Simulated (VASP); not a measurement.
# CuO (P1) in VASP: further runs

CuO is run at these levels: PBE; tasks: single point.

Everything below comes from runs of VASP 6.6.1. Logs are shortened: lines on timing, memory, paths and dates and some standing lists are left out, and cuts for length are marked.

## 1. The cell of the first run

The typed cell holds 2 atoms: a = 3.033 Å, b = 3.033 Å, c = 3.033 Å, α = 60.00°, β = 60.00°, γ = 60.00°.

## 2. Single point, PBE (volume scaled by 1.04)

INCAR

```
SYSTEM = CuO
ALGO = Normal
EDIFF = 1E-7
ENCUT = 520
GGA = PE
ISIF = 2
ISMEAR = -1
LASPH = .TRUE.
LCHARG = .TRUE.
LELF = .TRUE.
LREAL = .FALSE.
LVHAR = .TRUE.
LWAVE = .FALSE.
NBANDS = 16
NELM = 60
PREC = Accurate
SIGMA = 0.05
```

KPOINTS

```
k-points
0
G
  11 11 11
  0 0 0
```

POSCAR

```
CuO
1.0
    0.0000000000      2.1444126677      2.1444126677
    2.1444126677      0.0000000000      2.1444126677
    2.1444126677      2.1444126677      0.0000000000
Cu O
1 1
Direct
    0.0294977200      0.0281008700      0.9080259900
    0.4705022800      0.4718991300      0.5919740100
```

Potentials or basis: VASP PAW PBE potentials, release 64 (Cu, O).

Run with:

```
cat potpaw_PBE.64/Cu/POTCAR potpaw_PBE.64/O/POTCAR > POTCAR
mpirun -np 1 vasp_std > vasp.out
```

OUTCAR:

```text
SYSTEM = CuO
   EDIFF = 1E-7
   ENCUT = 520
   GGA = PE
   ISIF = 2
   ISMEAR = -1
   LASPH = .TRUE.
   LREAL = .FALSE.
   NELM = 60
   PREC = Accurate

 ion  position               nearest neighbor table
   1  0.029  0.028  0.908-   2 1.91   2 1.91   2 1.94
   2  0.471  0.472  0.592-   1 1.91   1 1.91   1 1.94

  LATTYP: Found a face centered cubic cell.
 ALAT       =     4.2888253354

  Lattice vectors:

 A1 = (   0.0000000000,   2.1444126677,   2.1444126677)
 A2 = (   2.1444126677,   0.0000000000,   2.1444126677)
 A3 = (   2.1444126677,   2.1444126677,   0.0000000000)

Analysis of symmetry for initial positions (statically):
=====================================================================
 Subroutine PRICEL returns:
 Original cell was already a primitive cell.

 Routine SETGRP: Setting up the symmetry group for a
 face centered cubic supercell.

 Subroutine GETGRP returns: Found  1 space group operations
 (whereof  1 operations were pure point group operations)
 out of a pool of 48 trial point group operations.

The static configuration has the point symmetry C_1 .

Analysis of symmetry for dynamics (positions and initial velocities):
=====================================================================
 Subroutine PRICEL returns:
 Original cell was already a primitive cell.

 Routine SETGRP: Setting up the symmetry group for a
 face centered cubic supercell.

 Subroutine GETGRP returns: Found  1 space group operations
 (whereof  1 operations were pure point group operations)
 out of a pool of 48 trial point group operations.

The dynamic configuration has the point symmetry C_1 .

 Subroutine INISYM returns: Found  1 space group operations
 (whereof  1 operations are pure point group operations),
 and found     1 'primitive' translations

----------------------------------------------------------------------------------------

                                     Primitive cell

  volume of cell :      19.7222

  direct lattice vectors                    reciprocal lattice vectors
     0.000000000  2.144412668  2.144412668    -0.233164077  0.233164077  0.233164077
     2.144412668  0.000000000  2.144412668     0.233164077 -0.233164077  0.233164077
     2.144412668  2.144412668  0.000000000     0.233164077  0.233164077 -0.233164077

  length of vectors
     3.032657478  3.032657478  3.032657478     0.403852028  0.403852028  0.403852028

[... 66 lines left out ...]
   dimension x,y,z NGXF=    48 NGYF=   48 NGZF=   48
   ions per type =               1   1
   NGX,Y,Z   is equivalent  to a cutoff of  13.16, 13.16, 13.16 a.u.
   NGXF,Y,Z  is equivalent  to a cutoff of  26.31, 26.31, 26.31 a.u.
 SYSTEM =  CuO
   PREC   = accura    normal or accurate (medium, high low for compatibility)
   ISTART =      0    job   : 0-new  1-cont  2-samecut
   ICHARG =      2    charge: 1-file 2-atom 10-const
   ISPIN  =      1    spin polarized calculation?
   LNONCOLLINEAR =      F non collinear calculations
   LSORBIT =      F    spin-orbit coupling
   LASPH  =      T    aspherical Exc in radial PAW
   ENCUT  =  520.0 eV  38.22 Ry    6.18 a.u.   5.64  5.64  5.64*2*pi/ulx,y,z
   NELM   =     60;   NELMIN=  2; NELMDL= -5     # of ELM steps
   EDIFF  = 0.1E-06   stopping-criterion for ELM
   LREAL  =      F    real-space projection
   EDIFFG = 0.1E-05   stopping-criterion for IOM
   NSW    =      0    number of steps for IOM
   IBRION =     -1    ionic relax: 0-MD 1-quasi-New 2-CG
   NFREE  =      0    steps in history (QN), initial steepest desc. (CG)
   ISIF   =      2    stress and relaxation
   ISYM   =      2    0-nonsym 1-usesym 2-fastsym
   POTIM  = 0.5000    time-step for ionic-motion
   TEBEG  =    0.0;   TEEND  =   0.0 temperature during run
   PSTRESS=    0.0 pullay stress
   NELECT =      17.0000    total number of electrons
   NUPDOWN=      -1.0000    fix difference up-down
   EMIN   =  10.00;   EMAX   =-10.00  energy-range for DOS
   EFERMI =   0.00;   METHOD = LEGACY
   ISMEAR =    -1;   SIGMA  =   0.05  broadening in eV -4-tet -1-fermi 0-gaus
   EFERMI_NEDOS =   21; number of points for ismear=-14 and -15
   IALGO  =     38    algorithm
   IMIX   =      4    mixing-type and parameters
     AMIX     =   0.40;   BMIX     =  1.00
     AMIX_MAG =   1.60;   BMIX_MAG =  1.00
  volume/ion in A,a.u.               =       9.86        66.55
  Fermi-wavevector in a.u.,A,eV,Ry     =   1.558019  2.944229 33.027102  2.427423
  Thomas-Fermi vector in A             =   2.661585
   LORBIT       =      0    0 simple, 1 ext, 2 COOP (PROOUT), +10 PAW based schemes
   GGA     = PE    functional components
[... 5 lines left out ...]
 non-spin polarized calculation
  energy-cutoff  :      520.00
  volume of cell :       19.72
 maximum number of plane-waves:       539
   NGX = 11   NGY = 11   NGZ = 11

 number of electron      16.9999994 magnetization

 Free energy of the ion-electron system (eV)
  ---------------------------------------------------
  ext. energy  EPLUGINS =         0.00000000
  ---------------------------------------------------
  free energy    TOTEN  =        -9.18579407 eV

  energy without entropy =       -9.16356352  energy(sigma->0) =       -9.17467879

 E-fermi :   5.6599     XC(G=0): -12.1345

 val. band max:        5.6553750638   @ k =  -0.1818   0.0909  -0.0909
 cond. band min:       5.6672507278   @ k =   0.0000   0.1818   0.0909
 fundamental gap:      0.0118756640
 Fermi energy:         5.6599407420

 k-point     1 :       0.0000    0.0000    0.0000
  band No.  band energies     occupation
      1     -13.7100      2.00000
      2       1.3182      2.00000
      3       1.3730      2.00000
      4       1.9993      2.00000
      5       3.2773      2.00000
      6       3.3093      2.00000
[... 433 lines left out ...]
      3       1.3282      2.00000
      4       2.0103      2.00000
      5       3.2466      2.00000
      6       3.3421      2.00000
[... 8 lines left out ...]
     15      27.0048      0.00000
     16      28.3328      0.00000

 [... further k-points ...]
[... 5 lines left out ...]
  --------------------------------------------------------------------------------------
  -------------------------------------------------------------------------------------
  Total        1.4672598      1.3745926      1.0806862     -0.4014803      0.3060105      0.3263160
  in kB      119.1962306    111.6681932     87.7920347    -32.6151806     24.8594694     26.5090322
  external PRESSURE =     106.2188195 kB  Pullay stress =       0.0000000 kB

 VOLUME and BASIS-vectors are now :
 -----------------------------------------------------------------------------
  energy-cutoff  :      520.00
  volume of cell :       19.72
      direct lattice vectors                 reciprocal lattice vectors
     0.000000000  2.144412668  2.144412668    -0.233164077  0.233164077  0.233164077
     2.144412668  0.000000000  2.144412668     0.233164077 -0.233164077  0.233164077
     2.144412668  2.144412668  0.000000000     0.233164077  0.233164077 -0.233164077

 POSITION                                       TOTAL-FORCE (eV/Angst)
 -----------------------------------------------------------------------------------
      2.00744      2.01044      0.12352         0.502714      0.453581     -0.307545
      2.28138      2.27839      2.02090        -0.502714     -0.453581      0.307545
 -----------------------------------------------------------------------------------
    total drift:                               -0.000016      0.000150     -0.000958

  FREE ENERGIE OF THE ION-ELECTRON SYSTEM (eV)
  ---------------------------------------------------
  free  energy   TOTEN  =        -9.1857940687 eV

  energy  without entropy=       -9.1635635169  energy(sigma->0) =       -9.17467879
```

OSZICAR:

```text
N       E                     dE             d eps       ncg     rms          rms(c)
DAV:   1     0.866571885277E+02    0.86657E+02   -0.76166E+03 23064   0.161E+03
DAV:   2    -0.744321302825E+01   -0.94100E+02   -0.83889E+02 22560   0.284E+02
DAV:   3    -0.121787309177E+02   -0.47355E+01   -0.45083E+01 26968   0.641E+01
DAV:   4    -0.122264882458E+02   -0.47757E-01   -0.47739E-01 24680   0.628E+00
DAV:   5    -0.122272052362E+02   -0.71699E-03   -0.71698E-03 28616   0.811E-01    0.117E+01
DAV:   6    -0.109174417390E+02    0.13098E+01   -0.12988E+01 27384   0.115E+02    0.966E+00
DAV:   7    -0.922347728924E+01    0.16940E+01   -0.46758E+00 26736   0.895E+01    0.181E+00
DAV:   8    -0.921053935781E+01    0.12938E-01   -0.30620E-01 31376   0.630E+00    0.111E+00
DAV:   9    -0.918708628809E+01    0.23453E-01   -0.25408E-02 35440   0.535E+00    0.352E-01
DAV:  10    -0.918580207319E+01    0.12842E-02   -0.49139E-03 32880   0.170E+00    0.151E-01
DAV:  11    -0.918577421931E+01    0.27854E-04   -0.92302E-04 33008   0.565E-01    0.489E-02
DAV:  12    -0.918578995626E+01   -0.15737E-04   -0.71634E-05 33104   0.313E-01    0.257E-02
DAV:  13    -0.918579408107E+01   -0.41248E-05   -0.28641E-05 34128   0.105E-01    0.363E-03
DAV:  14    -0.918579406873E+01    0.12342E-07   -0.60312E-07 30904   0.122E-02
   1 F= -.91857941E+01 E0= -.91746788E+01  d E =-.222306E-01
```

Run time: 2.8 min. Hardware: 1 thread of Intel Xeon 6975P-C, shared host; peak memory 0.31 GiB.

Results:

| Item | Value |
| --- | --- |
| Free energy | -9.1858 eV |
| Pressure | 10.6 GPa |
| Largest force | 0.744 eV/Å |

Forces in eV/Å, atoms in the order of the input:
```
Cu   0.503  0.454 -0.308
O   -0.503 -0.454  0.308
```

Levels at points of the mesh, in eV from the Fermi level:
```csv
k point,band 7,band 8,band 9,band 10,band 11,band 12
"(0.00, 0.00, 0.00)",-0.49,-0.21,-0.17,1.35,16.75,17.84
```

Caveat: the cell differs from its parent crystal (volume scaled by 1.04); an odd number of electrons without spin polarisation forces a metal; a magnetic or distorted state may lie lower; semilocal functionals often make such compounds metallic where correlation or magnetic order opens a gap, which also shifts bond lengths.

## 3. Single point, PBE (volume scaled by 1.06)

INCAR

```
SYSTEM = CuO
  PREC = Accurate
  ENCUT = 520
  EDIFF = 1E-7
  ISMEAR = -1
  SIGMA = 0.05
  LREAL = .False.
  LASPH = .True.
  NELM = 100
  ALGO = Normal
  ISIF = 2
  LWAVE = .False.
  LCHARG = .False.
  GGA = PE
  NBANDS = 16
```

KPOINTS

```
regular mesh
0
Gamma
  11 11 11
  0 0 0
```

POSCAR

```
CuO
1.0
    0.0000000000      2.1580717154      2.1580717154
    2.1580717154      0.0000000000      2.1580717154
    2.1580717154      2.1580717154      0.0000000000
Cu O
1 1
Direct
    0.0294977200      0.0281008700      0.9080259900
    0.4705022800      0.4718991300      0.5919740100
```

Potentials or basis: VASP PAW PBE potentials, release 64 (Cu, O).

Run with:

```
cat potpaw_PBE.64/Cu/POTCAR potpaw_PBE.64/O/POTCAR > POTCAR
mpirun -np 1 vasp_std > vasp.out
```

OUTCAR:

```text
SYSTEM = CuO
   PREC = Accurate
   ENCUT = 520
   EDIFF = 1E-7
   ISMEAR = -1
   LREAL = .False.
   LASPH = .True.
   NELM = 100
   ISIF = 2
   GGA = PE

 ion  position               nearest neighbor table
   1  0.029  0.028  0.908-   2 1.92   2 1.92   2 1.95
   2  0.471  0.472  0.592-   1 1.92   1 1.92   1 1.95

  LATTYP: Found a face centered cubic cell.
 ALAT       =     4.3161434308

  Lattice vectors:

 A1 = (   0.0000000000,   2.1580717154,   2.1580717154)
 A2 = (   2.1580717154,   0.0000000000,   2.1580717154)
[... 623 lines left out ...]
      3       1.1859      2.00000
      4       1.8572      2.00000
      5       3.0566      2.00000
      6       3.1485      2.00000
[... 8 lines left out ...]
     15      26.6153      0.00000
     16      27.8343      0.00000

 [... further k-points ...]
[... 5 lines left out ...]
  --------------------------------------------------------------------------------------
  -------------------------------------------------------------------------------------
  Total        1.0231758      0.9364120      0.6619451     -0.3366279      0.2501598      0.2685414
  in kB       81.5517403     74.6362742     52.7600220    -26.8307645     19.9388670     21.4039674
  external PRESSURE =      69.6493455 kB  Pullay stress =       0.0000000 kB

 VOLUME and BASIS-vectors are now :
 -----------------------------------------------------------------------------
  energy-cutoff  :      520.00
  volume of cell :       20.10
      direct lattice vectors                 reciprocal lattice vectors
     0.000000000  2.158071715  2.158071715    -0.231688315  0.231688315  0.231688315
     2.158071715  0.000000000  2.158071715     0.231688315 -0.231688315  0.231688315
     2.158071715  2.158071715  0.000000000     0.231688315  0.231688315 -0.231688315

 POSITION                                       TOTAL-FORCE (eV/Angst)
 -----------------------------------------------------------------------------------
      2.02023      2.02324      0.12430         0.423103      0.378268     -0.245777
      2.29591      2.29290      2.03377        -0.423103     -0.378268      0.245777
 -----------------------------------------------------------------------------------
    total drift:                               -0.000009      0.000188     -0.000866

  FREE ENERGIE OF THE ION-ELECTRON SYSTEM (eV)
  ---------------------------------------------------
  free  energy   TOTEN  =        -9.2071134546 eV

  energy  without entropy=       -9.1841791260  energy(sigma->0) =       -9.19564629
```

Wall time 2.5 min (1 thread of Intel Xeon 6975P-C, shared host); peak memory 0.32 GiB.

Results:

```yaml
Free_energy: -9.2071 eV
Pressure: 7.0 GPa
Largest_force: 0.618 eV/Å
```

Forces in eV/Å, atoms in the order of the input:
```
Cu   0.423  0.378 -0.246
O   -0.423 -0.378  0.246
```

Stress tensor (GPa, compression positive):
```
 8.16 -2.68  2.14
-2.68  7.46  1.99
 2.14  1.99  5.28
```

Levels at points of the mesh, in eV from the Fermi level:
```tsv
k point	band 5	band 6	band 7	band 8	band 9	band 10	band 11	band 12	band 13	band 14
(0.00, 0.00, 0.00)	-2.32	-2.29	-0.48	-0.20	-0.17	1.29	16.66	17.70	17.83	18.53
```

Caveat: the cell differs from its parent crystal (volume scaled by 1.06); an odd number of electrons without spin polarisation forces a metal; a magnetic or distorted state may lie lower; semilocal functionals often make such compounds metallic where correlation or magnetic order opens a gap, which also shifts bond lengths.

## 4. Single point, PBE

This run uses another cell than the first one, of 9.48 Å³/atom, 0.962 times its volume.

INCAR

```
SYSTEM = CuO
PREC = Accurate
ENCUT = 520
EDIFF = 1E-7
ISMEAR = -1
SIGMA = 0.05
LREAL = .FALSE.
LASPH = .TRUE.
NELM = 100
ALGO = Normal
ISIF = 2
LWAVE = .FALSE.
LCHARG = .FALSE.
GGA = PE
NBANDS = 16
```

KPOINTS

```
regular mesh
0
G
  19 19 19
  0 0 0
```

POSCAR

```
CuO
1.0
    0.0000000000      2.1165600000      2.1165600000
    2.1165600000      0.0000000000      2.1165600000
    2.1165600000      2.1165600000      0.0000000000
Cu O
1 1
Direct
    0.0294977200      0.0281008700      0.9080259900
    0.4705022800      0.4718991300      0.5919740100
```

Run with:

```
cat potpaw_PBE.64/Cu/POTCAR potpaw_PBE.64/O/POTCAR > POTCAR
mpirun -np 1 vasp_std > vasp.out
```

Run time: 6 min. Hardware: 1 thread of Intel Xeon 6975P-C (Granite Rapids), shared host; peak memory 1.1 GiB.

Results (log left out):

| Item | Value |
| --- | --- |
| Free energy | -9.1142 eV |
| Pressure | 19.2 GPa |
| Largest force | 1.030 eV/Å |

Forces in eV/Å, atoms in the order of the input:
```
Cu   0.682  0.625 -0.453
O   -0.682 -0.625  0.453
```

Stress tensor (GPa, compression positive):
```
20.78 -4.53  3.78
-4.53 19.89  3.57
 3.78  3.57 17.06
```

Levels at points of the mesh, in eV from the Fermi level:
```
           k point  band 6  band 7  band 8  band 9  band 10  band 11  band 12  band 13
(0.00, 0.00, 0.00)   -2.47   -0.52   -0.22   -0.19     1.50    16.94    18.14    18.26
```

Caveat: an odd number of electrons without spin polarisation forces a metal; a magnetic or distorted state may lie lower; semilocal functionals often make such compounds metallic where correlation or magnetic order opens a gap, which also shifts bond lengths.

## 5. Overview

```csv
cell,k mesh,gap on the mesh (eV),pressure (GPa),largest force (eV/Å)
"a = 3.033 Å, angles 60.0°, 2 atoms",11 × 11 × 11,none,10.6,0.74
"a = 3.052 Å, angles 60.0°, 2 atoms",11 × 11 × 11,none,7.0,0.62
"a = 2.993 Å, angles 60.0°, 2 atoms",19 × 19 × 19,none,19.2,1.03
```

Alike in all rows: task single point; level PBE; potentials or basis VASP PAW PBE potentials, release 64 (Cu, O); no spin polarisation; cutoff (eV) 520; smearing fermi-dirac 0.05 eV.

Caveats: an odd number of electrons without spin polarisation forces a metal; a magnetic or distorted state may lie lower; semilocal functionals often make such compounds metallic where correlation or magnetic order opens a gap, which also shifts bond lengths.

Total energies depend on the potentials used, so only differences within one code and one set of settings carry meaning.
